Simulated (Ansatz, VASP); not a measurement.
**GaN: VASP beside Ansatz**

The input INCAR:

```
PREC = Accurate ; ENCUT = 600
EDIFF = 1E-6 ; ISMEAR = 0
SIGMA = 0.02 ; LREAL = False
LASPH = True ; NELM = 120
ALGO = Normal ; ISIF = 2
LWAVE = False ; LCHARG = True
GGA = PE ; LELF = True
LVHAR = True ; NBANDS = 16
GGA_COMPAT = False
```

File KPOINTS:

```
Automatic mesh
0
Gamma
  8 8 8
```

The input POSCAR:

```
GaN
1.0
    0.0000000000      2.2535006075      2.2535006075
    2.2535006075      0.0000000000      2.2535006075
    2.2535006075      2.2535006075      0.0000000000
Ga N
1 1
Direct
    0.0000000000      0.0000000000      0.0000000000
    0.7500000000      0.7500000000      0.7500000000
```

Input for Ansatz:

```yaml
crystal:
  lattice:
    - [0.0, 2.2535006075, 2.2535006075]
    - [2.2535006075, 0.0, 2.2535006075]
    - [2.2535006075, 2.2535006075, 0.0]
  atoms:
    - { symbol: Ga, position: [0.0, 0.0, 0.0] }
    - { symbol: "N", position: [0.75, 0.75, 0.75] }
basis:
  ecutwfc: 420
kpoints:
  mp_grid: { grid: [8, 8, 8] }
hamiltonian:
  xc: pbe
scf:
  occupations: { method: gaussian, width: 0.02 }
output:
  forces: true
  stress: true
  eigenvalues: true
```

Alike in both runs: task single point; functional PBE; k mesh 8 × 8 × 8; occupations gaussian, width 0.02 eV; no spin polarisation.

|  | VASP | Ansatz |
| --- | --- | --- |
| version | VASP 6.6.1 | Ansatz 0.2.0 |
| potentials or method | VASP PAW PBE potentials, release 64 (Ga_d, N), cutoff 600 eV | scalar-relativistic, plane waves, PAW |
| valence electrons in the cell | 18 | 18 |

Ansatz gave:

```
gap on the k mesh at the Fermi level (eV) : 1.72
least direct gap on the mesh (eV)         : 1.72
pressure (GPa)                            : 5.0
```

Problem. Which values does VASP return?

Solution. gap on the k mesh at the Fermi level (eV): 1.72; least direct gap on the mesh (eV): 1.72; pressure (GPa): 4.9.
